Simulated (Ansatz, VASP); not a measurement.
# One calculation of InP, two programs

File INCAR:

```
SYSTEM = InP
PREC = Accurate
ENCUT = 520
EDIFF = 1E-6
ISMEAR = 0
SIGMA = 0.02
LREAL = .FALSE.
LASPH = .TRUE.
NELM = 100
ALGO = Normal
ISIF = 2
LWAVE = .FALSE.
LCHARG = .FALSE.
GGA = PE
NBANDS = 16
```

File KPOINTS:

```
regular mesh
0
G
  10 10 10
  0 0 0
```

The input POSCAR:

```
InP
1.0
    0.0000000000      2.9192001164      2.9192001164
    2.9192001164      0.0000000000      2.9192001164
    2.9192001164      2.9192001164      0.0000000000
In P
1 1
Direct
    0.0000000000      0.0000000000      0.0000000000
    0.2500000000      0.2500000000      0.2500000000
```

Input for Ansatz:

```yaml
crystal:
  lattice:
    - [0.0, 2.919200112, 2.919200112]
    - [2.919200112, 0.0, 2.919200112]
    - [2.919200112, 2.919200112, 0.0]
  atoms:
    - { symbol: In, position: [0.0, 0.0, 0.0] }
    - { symbol: P, position: [0.25, 0.25, 0.25] }
basis:
  ecutwfc: 420
kpoints:
  mp_grid: { grid: [10, 10, 10] }
hamiltonian:
  xc: pbe
scf:
  occupations: { method: gaussian, width: 0.02 }
output:
  forces: true
  stress: true
  eigenvalues: true
```

Alike in both runs: task single point; functional PBE; k mesh 10 × 10 × 10; occupations gaussian, width 0.02 eV; no spin polarisation.

|  | VASP | Ansatz |
| --- | --- | --- |
| version | VASP 6.6.1 | Ansatz 0.2.0 |
| potentials or method | VASP PAW PBE potentials, release 64 (In_d, P), cutoff 520 eV | scalar-relativistic, plane waves, PAW |
| valence electrons in the cell | 18 | 18 |

|  | VASP | Ansatz | Ansatz less VASP |
| --- | --- | --- | --- |
| gap on the k mesh at the Fermi level (eV) | 0.78 | 0.78 | +0.003 |
| least direct gap on the mesh (eV) | 0.78 | 0.78 | +0.003 |
| pressure (GPa) | 4.2 | 4.2 | +0.07 |
